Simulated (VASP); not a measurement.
The system is WS2.

```xyz
6
Lattice="3.1842 0.0000 0.0000 -1.5921 2.7576 0.0000 0.0000 0.0000 12.9783" Properties=species:S:1:pos:R:3 pbc="T T T"
W     0.0000    1.8384    3.2446
W     1.5921    0.9192    9.7337
S     0.0000    1.8384    8.1738
S     1.5921    0.9192    1.6846
S     0.0000    1.8384   11.2936
S     1.5921    0.9192    4.8045
```

| Item | Value |
| --- | --- |
| Program | VASP 6.6.1 |
| Task | relaxation of cell and atoms |
| Functional | PBE |
| Dispersion | D3(BJ) |
| Potentials or basis | VASP PAW PBE potentials, release 64 (W_sv, S) |
| Cutoff | 600 eV |
| k mesh | 12 × 12 × 2 |
| Occupations | gaussian, width 0.02 eV |
| Spin | no spin polarisation |

At the start: pressure -1.7 GPa; volume 18.99 Å³/atom.

Problem. Where does the relaxation end?

Solution. Over 15 steps the energy falls by 15.4 meV/atom and the volume is 17.43 Å³/atom (-8.2 %); space group P6_3/mmc (No. 194, to 0.1 Å) before and after.

Step by step:
```csv
step,energy change (eV),largest force (eV/Å),pressure (GPa),volume (Å³)
1,0.0000,0.2025,-1.71,113.96
2,-0.0139,0.4147,1.85,110.64
3,-0.0178,0.3462,0.67,111.68
4,-0.0259,0.0602,-0.78,111.16
5,-0.0273,0.0519,-0.37,111.31
6,-0.0404,0.0526,-0.37,110.44
7,-0.0735,0.0626,-0.15,107.82
8,-0.0815,0.0836,1.07,102.57
9,-0.0905,0.1101,0.48,105.11
10,-0.0911,0.1082,0.59,104.57
11,-0.0588,0.5384,-3.56,105.20
12,-0.0921,0.0098,-0.04,104.66
13,-0.0921,0.0081,-0.05,104.67
14,-0.0921,0.0083,0.07,104.52
15,-0.0922,0.0000,0.02,104.59
```

Final structure:
```
W S
1.0
     3.15413    0.00000    0.00000
    -1.57707    2.73156    0.00000
     0.00000    0.00000   12.13988
W S
2 4
Direct
  0.33333 0.66667 0.25000
  0.66667 0.33333 0.75000
  0.33333 0.66667 0.62028
  0.66667 0.33333 0.12028
  0.33333 0.66667 0.87972
  0.66667 0.33333 0.37972
```
